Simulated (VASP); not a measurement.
# Hf2WF (I4mm) in VASP: single point with PBE

Aim: the single point of Hf2WF with PBE.

Program: VASP 6.6.1. These are calculated values, not measurements. Logs are shortened: lines on timing, memory, paths and dates and some standing lists are left out, and cuts for length are marked.

## 1. The cell of the first run

The structure is tetragonal, space group I4mm (No. 107). The conventional cell has a = 4.159 Å, b = 4.159 Å, c = 8.209 Å, α = 90.00°, β = 90.00°, γ = 90.00°. Hf (site symmetry 2mm) has 2 W at 2.10 Å within 2.8 Å. W (site symmetry 4mm) has 1 F at 1.63 Å and 4 Hf at 2.10 Å within 2.2 Å. Within 2.2 Å of F (site symmetry 4mm) lie 1 W at 1.63 Å.

## 2. Single point, PBE

File INCAR:

```
SYSTEM = Hf2WF
PREC = Accurate ; ENCUT = 520
EDIFF = 1E-6 ; ISMEAR = 0
SIGMA = 0.1 ; LREAL = .FALSE.
LASPH = .TRUE. ; NELM = 100
ALGO = Normal ; ISIF = 2
LWAVE = .FALSE. ; LCHARG = .FALSE.
GGA = PE ; NBANDS = 28
```

File KPOINTS:

```
regular mesh
0
G
  6 6 6
  0 0 0
```

File POSCAR:

```
Hf2WF
1.0
   -2.0793040000      2.0793040000      4.1044471400
    2.0793040000     -2.0793040000      4.1044471400
    2.0793040000      2.0793040000     -4.1044471400
Hf W F
2 1 1
Direct
    0.6464935200      0.1464935200      0.5000000000
    0.1464935200      0.6464935200      0.5000000000
    0.1841254600      0.1841254600      0.0000000000
    0.3826307300      0.3826307300      0.0000000000
```

Potentials or basis: VASP PAW PBE potentials, release 64 (Hf_pv, W_sv, F).

Started as:

```console
cat potpaw_PBE.64/Hf_pv/POTCAR potpaw_PBE.64/W_sv/POTCAR potpaw_PBE.64/F/POTCAR > POTCAR
mpirun -np 1 vasp_std > vasp.out
```

OUTCAR:

```text
SYSTEM = Hf2WF
   PREC = Accurate
   ENCUT = 520
   EDIFF = 1E-6
   ISMEAR = 0
   LREAL = .FALSE.
   LASPH = .TRUE.
   NELM = 100
   ISIF = 2
   GGA = PE

 ion  position               nearest neighbor table
   1  0.646  0.146  0.500-   3 2.10   3 2.10   4 2.84   4 2.84   2 2.94   2 2.94   2 2.94   2 2.94

   2  0.146  0.646  0.500-   3 2.10   3 2.10   4 2.84   4 2.84   1 2.94   1 2.94   1 2.94   1 2.94

   3  0.184  0.184  0.000-   4 1.63   2 2.10   1 2.10   2 2.10   1 2.10
   4  0.383  0.383  0.000-   3 1.63   2 2.84   1 2.84   2 2.84   1 2.84

  LATTYP: Found a body centered tetragonal cell.
 ALAT       =     4.1586080000
 C/A-ratio  =     1.9739524091

  Lattice vectors:

 A1 = (  -2.0793040000,   2.0793040000,   4.1044471400)
 A2 = (   2.0793040000,  -2.0793040000,   4.1044471400)
 A3 = (   2.0793040000,   2.0793040000,  -4.1044471400)

Analysis of symmetry for initial positions (statically):
=====================================================================
 Subroutine PRICEL returns:
 Original cell was already a primitive cell.

 Routine SETGRP: Setting up the symmetry group for a
 body centered tetragonal supercell.

 Subroutine GETGRP returns: Found  8 space group operations
 (whereof  8 operations were pure point group operations)
 out of a pool of 16 trial point group operations.

The static configuration has the point symmetry C_4v.

Analysis of symmetry for dynamics (positions and initial velocities):
=====================================================================
 Subroutine PRICEL returns:
 Original cell was already a primitive cell.

 Routine SETGRP: Setting up the symmetry group for a
 body centered tetragonal supercell.

 Subroutine GETGRP returns: Found  8 space group operations
 (whereof  8 operations were pure point group operations)
 out of a pool of 16 trial point group operations.

The dynamic configuration has the point symmetry C_4v.

 Subroutine INISYM returns: Found  8 space group operations
 (whereof  8 operations are pure point group operations),
 and found     1 'primitive' translations

----------------------------------------------------------------------------------------

                                     Primitive cell

  volume of cell :      70.9824

  direct lattice vectors                    reciprocal lattice vectors
    -2.079304000  2.079304000  4.104447140     0.000000000  0.240465079  0.121819086
     2.079304000 -2.079304000  4.104447140     0.240465079  0.000000000  0.121819086
     2.079304000  2.079304000 -4.104447140     0.240465079  0.240465079  0.000000000

  length of vectors
     5.049108493  5.049108493  5.049108493     0.269561392  0.269561392  0.340068976

  position of ions in fractional coordinates (direct lattice)
     0.646493520  0.146493520  0.500000000
     0.146493520  0.646493520  0.500000000
     0.184125460  0.184125460  0.000000000
     0.382630730  0.382630730  0.000000000

  ion indices of the primitive-cell ions
   primitive index   ion index
                 1           1
                 2           2
                 3           3
                 4           4

----------------------------------------------------------------------------------------

 KPOINTS: regular mesh

Automatic generation of k-mesh.
 Grid dimensions read from file:
 generate k-points for:    6    6    6

 Generating k-lattice:

  Cartesian coordinates                     Fractional coordinates (reciprocal lattice)
     0.000000000  0.040077513  0.020303181     0.166666667  0.000000000  0.000000000
     0.040077513  0.000000000  0.020303181     0.000000000  0.166666667  0.000000000
     0.040077513  0.040077513  0.000000000     0.000000000  0.000000000  0.166666667

  Length of vectors
     0.044926899  0.044926899  0.056678163

  Shift w.r.t. Gamma in fractional coordinates (k-lattice)
     0.000000000  0.000000000  0.000000000

 Subroutine IBZKPT returns following result:
 ===========================================

 Found     30 irreducible k-points:

 Following reciprocal coordinates:
            Coordinates               Weight
  0.000000  0.000000  0.000000      1.000000
  0.166667  0.000000  0.000000      8.000000
  0.333333  0.000000  0.000000      8.000000
  0.500000 -0.000000  0.000000      4.000000
  0.166667  0.166667 -0.000000      8.000000
  0.333333  0.166667 -0.000000     16.000000
[... 16 lines left out ...]
 -0.333333 -0.333333  0.166667      8.000000
 -0.166667 -0.333333  0.166667      8.000000
 [... further k-points ...]
   k-points           NKPTS =     30   k-points in BZ     NKDIM =     30   number of bands    NBANDS=     28
   number of dos      NEDOS =    301   number of ions     NIONS =      4
   total plane-waves  NPLWV =  64000
   dimension x,y,z NGX =    40 NGY =   40 NGZ =   40
   dimension x,y,z NGXF=    80 NGYF=   80 NGZF=   80
   ions per type =               2   1   1
   NGX,Y,Z   is equivalent  to a cutoff of  13.17, 13.17, 13.17 a.u.
   NGXF,Y,Z  is equivalent  to a cutoff of  26.34, 26.34, 26.34 a.u.
 SYSTEM =  Hf2WF
   PREC   = accura    normal or accurate (medium, high low for compatibility)
   ISTART =      0    job   : 0-new  1-cont  2-samecut
   ICHARG =      2    charge: 1-file 2-atom 10-const
   ISPIN  =      1    spin polarized calculation?
   LNONCOLLINEAR =      F non collinear calculations
   LSORBIT =      F    spin-orbit coupling
   LASPH  =      T    aspherical Exc in radial PAW
   ENCUT  =  520.0 eV  38.22 Ry    6.18 a.u.   9.39  9.39  9.39*2*pi/ulx,y,z
   NELM   =    100;   NELMIN=  2; NELMDL= -5     # of ELM steps
   EDIFF  = 0.1E-05   stopping-criterion for ELM
   LREAL  =      F    real-space projection
   EDIFFG = 0.1E-04   stopping-criterion for IOM
   NSW    =      0    number of steps for IOM
   IBRION =     -1    ionic relax: 0-MD 1-quasi-New 2-CG
   NFREE  =      0    steps in history (QN), initial steepest desc. (CG)
   ISIF   =      2    stress and relaxation
   ISYM   =      2    0-nonsym 1-usesym 2-fastsym
   POTIM  = 0.5000    time-step for ionic-motion
   TEBEG  =    0.0;   TEEND  =   0.0 temperature during run
   PSTRESS=    0.0 pullay stress
   NELECT =      41.0000    total number of electrons
   NUPDOWN=      -1.0000    fix difference up-down
   EMIN   =  10.00;   EMAX   =-10.00  energy-range for DOS
   EFERMI =   0.00;   METHOD = LEGACY
   ISMEAR =     0;   SIGMA  =   0.10  broadening in eV -4-tet -1-fermi 0-gaus
   EFERMI_NEDOS =   21; number of points for ismear=-14 and -15
   IALGO  =     38    algorithm
   IMIX   =      4    mixing-type and parameters
     AMIX     =   0.40;   BMIX     =  1.00
     AMIX_MAG =   1.60;   BMIX_MAG =  1.00
  volume/ion in A,a.u.               =      17.75       119.75
  Fermi-wavevector in a.u.,A,eV,Ry     =   1.363387  2.576428 25.290848  1.858825
  Thomas-Fermi vector in A             =   2.489795
   LORBIT       =      0    0 simple, 1 ext, 2 COOP (PROOUT), +10 PAW based schemes
   GGA     = PE    functional components
   LHFCALC =     F    Hartree Fock is set to
   AEXX    =    0.0000 exact exchange contribution
   IVDW    =     0    specifies the selected vdW correction
   LEPSILON=     F    determine dielectric tensor
   LRPA    =     F    only Hartree local field effects (RPA)
 non-spin polarized calculation
 Gauss-broadening in eV      SIGMA  =   0.10
  energy-cutoff  :      520.00
  volume of cell :       70.98
 maximum number of plane-waves:      1933
 NGX is ok and might be reduce to    40
   NGX = 19   NGY = 19   NGZ = 19

 number of electron      41.0000000 magnetization

 Free energy of the ion-electron system (eV)
  ---------------------------------------------------
  ext. energy  EPLUGINS =         0.00000000
  ---------------------------------------------------
  free energy    TOTEN  =       -19.50096216 eV

  energy without entropy =      -19.49177132  energy(sigma->0) =      -19.49636674

 E-fermi :   5.7352     XC(G=0): -11.0016

 val. band max:        5.7137396932   @ k =  -0.3333   0.5000   0.1667
 cond. band min:       5.7889633927   @ k =  -0.3333   0.3333   0.0000
 fundamental gap:      0.0752236995
 Fermi energy:         5.7352328894

 k-point     1 :       0.0000    0.0000    0.0000
  band No.  band energies     occupation
      1     -68.0423      2.00000
      2     -34.4667      2.00000
      3     -34.4667      2.00000
      4     -33.5980      2.00000
      5     -24.9001      2.00000
      6     -24.7995      2.00000
[... 20 lines left out ...]
     27      12.4271      0.00000
     28      12.4271      0.00000

 k-point     2 :       0.1667    0.0000    0.0000
  band No.  band energies     occupation
      1     -68.0516      2.00000
      2     -34.4615      2.00000
      3     -34.2212      2.00000
      4     -33.5877      2.00000
      5     -24.9296      2.00000
      6     -24.8284      2.00000
[... 20 lines left out ...]
     27      11.1220      0.00000
     28      12.2846      0.00000

 k-point     3 :       0.3333    0.0000    0.0000
  band No.  band energies     occupation
      1     -68.0701      2.00000
      2     -34.4509      2.00000
      3     -33.7223      2.00000
      4     -33.5068      2.00000
      5     -25.3310      2.00000
      6     -24.8503      2.00000
[... 20 lines left out ...]
     27       9.8939      0.00000
     28      11.6033      0.00000

 k-point     4 :       0.5000   -0.0000    0.0000
  band No.  band energies     occupation
      1     -68.0794      2.00000
      2     -34.4455      2.00000
      3     -33.6254      2.00000
      4     -33.2661      2.00000
      5     -25.8250      2.00000
      6     -24.8529      2.00000
[... 578 lines left out ...]
     27       9.9508      0.00000
     28      11.0894      0.00000

 k-point    23 :      -0.3333   -0.3333    0.1667
  band No.  band energies     occupation
      1     -68.0609      2.00000
      2     -34.2330      2.00000
      3     -34.1993      2.00000
      4     -33.5802      2.00000
      5     -24.9544      2.00000
      6     -24.8572      2.00000
[... 20 lines left out ...]
     27      10.8478      0.00000
     28      11.7408      0.00000

 k-point    24 :      -0.1667   -0.3333    0.1667
  band No.  band energies     occupation
      1     -68.0516      2.00000
      2     -34.4617      2.00000
      3     -34.2215      2.00000
      4     -33.5899      2.00000
      5     -24.9339      2.00000
      6     -24.8201      2.00000
[... 20 lines left out ...]
     27      10.8891      0.00000
     28      12.5229      0.00000

 [... further k-points ...]
[... 5 lines left out ...]
  --------------------------------------------------------------------------------------
  -------------------------------------------------------------------------------------
  Total       52.3654998     52.3654998     36.1504022      0.0000000      0.0000000      0.0000000
  in kB     1181.9665845   1181.9665845    815.9679116      0.0000000      0.0000000      0.0000000
  external PRESSURE =    1059.9670269 kB  Pullay stress =       0.0000000 kB

 VOLUME and BASIS-vectors are now :
 -----------------------------------------------------------------------------
  energy-cutoff  :      520.00
  volume of cell :       70.98
      direct lattice vectors                 reciprocal lattice vectors
    -2.079304000  2.079304000  4.104447140     0.000000000  0.240465079  0.121819086
     2.079304000 -2.079304000  4.104447140     0.240465079  0.000000000  0.121819086
     2.079304000  2.079304000 -4.104447140     0.240465079  0.240465079  0.000000000

 POSITION                                       TOTAL-FORCE (eV/Angst)
 -----------------------------------------------------------------------------------
      0.00000      2.07930      1.20255         0.000000     -0.000000     -3.656749
      2.07930      0.00000      1.20255        -0.000000      0.000000     -3.656749
      0.00000      0.00000      1.51147        -0.000000     -0.000000    -13.602945
      0.00000      0.00000      3.14098         0.000000      0.000000     20.916443
 -----------------------------------------------------------------------------------
    total drift:                                0.000002      0.000002      0.000382

  FREE ENERGIE OF THE ION-ELECTRON SYSTEM (eV)
  ---------------------------------------------------
  free  energy   TOTEN  =       -19.5009621581 eV

  energy  without entropy=      -19.4917713168  energy(sigma->0) =      -19.49636674
```

Run time: 40 s. Hardware: 1 thread of Intel Xeon 6975P-C (Granite Rapids), shared host; peak memory 0.26 GiB.

Results:

```
Free energy   : -19.5010 eV
Pressure      : 106.0 GPa
Largest force : 20.916 eV/Å
```

Forces on the atoms (eV/Å):
```
Hf    0.000   0.000  -3.657
Hf    0.000   0.000  -3.657
W     0.000   0.000 -13.603
F     0.000   0.000  20.916
```

Stress tensor (GPa, compression positive):
```
118.20   0.00   0.00
  0.00 118.20   0.00
  0.00   0.00  81.60
```

Levels at points of the mesh, in eV from the Fermi level:
```tsv
k point	band 18	band 19	band 20	band 21	band 22	band 23	band 24	band 25
(0.00, 0.00, 0.00)	-2.51	-2.50	-2.50	-1.50	2.67	2.67	2.68	3.68
(0.50, 0.00, 0.00)	-1.81	-1.51	-1.39	-0.63	0.68	1.08	1.82	2.07
(0.50, 0.50, 0.00)	-2.04	-0.55	-0.25	0.09	0.29	0.93	1.93	2.96
(0.50, 0.50, 0.50)	-3.08	-3.08	-2.18	-0.56	0.86	1.65	2.95	2.95
```

Caveat: spin-orbit coupling is left out, which moves the levels of the heavy elements; an odd number of electrons without spin polarisation forces a metal; a magnetic or distorted state may lie lower.
